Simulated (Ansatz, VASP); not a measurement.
## One calculation of SrO, two programs

Contents of INCAR:

```
ALGO = Normal
EDIFF = 1E-6
ENCUT = 520
GGA = PE
ISIF = 2
ISMEAR = 0
LASPH = T
LCHARG = T
LELF = T
LREAL = F
LVHAR = T
LWAVE = F
NBANDS = 24
NELM = 100
PREC = Accurate
SIGMA = 0.05
```

The input KPOINTS:

```
k-points
0
Gamma
  9 9 4
```

Contents of POSCAR:

```
SrO
1.0
    3.5769478779      0.0000000000      0.0000000000
   -1.7884739390      3.0977277303      0.0000000000
    0.0000000000      0.0000000000      6.2426216355
Sr O
2 2
Direct
    0.3333333333      0.6666666667      0.2500000000
    0.6666666667      0.3333333333      0.7500000000
   -0.0313975330     -0.0229845894      0.0000000000
    0.0313975330      0.0229845894      0.5000000000
```

Input for Ansatz:

```yaml
crystal:
  lattice:
    - [3.5769478779, 0.0, 0.0]
    - [-1.788473939, 3.0977277303, 0.0]
    - [0.0, 0.0, 6.2426216355]
  atoms:
    - { symbol: Sr, position: [0.3333333333, 0.6666666667, 0.25] }
    - { symbol: Sr, position: [0.6666666667, 0.3333333333, 0.75] }
    - { symbol: O, position: [-0.031397533, -0.0229845894, 0.0] }
    - { symbol: O, position: [0.031397533, 0.0229845894, 0.5] }
basis:
  ecutwfc: 520.0
kpoints:
  mp_grid: { grid: [9, 9, 4] }
hamiltonian:
  xc: pbe
scf:
  occupations: { method: gaussian, width: 0.05 }
output:
  forces: true
  stress: true
  eigenvalues: true
```

Change from the starting cell: mode 6 frozen in at -0.071 Å and mode 7 at -0.071 Å (largest displacements).

Alike in both runs: task single point; functional PBE; k mesh 9 × 9 × 4; occupations gaussian, width 0.05 eV; no spin polarisation.

|  | VASP | Ansatz |
| --- | --- | --- |
| version | VASP 6.6.1 | Ansatz 0.2.0 |
| potentials or method | VASP PAW PBE potentials, release 64 (Sr_sv, O), cutoff 520 eV | scalar-relativistic, plane waves, PAW |
| valence electrons in the cell | 32 | 32 |

Ansatz gave:

* gap on the k mesh at the Fermi level (eV): 3.00
* least direct gap on the mesh (eV): 3.00
* pressure (GPa): 0.3
* rms of the force components (eV/Å): 0.080

Estimate VASP's values.

gap on the k mesh at the Fermi level (eV): 2.99; least direct gap on the mesh (eV): 2.99; pressure (GPa): 0.8; rms of the force components (eV/Å): 0.086.

Atom by atom the forces differ by 0.006 eV/Å (rms over components). The functional is the same, so the differences come from potentials, cutoffs and numerics.
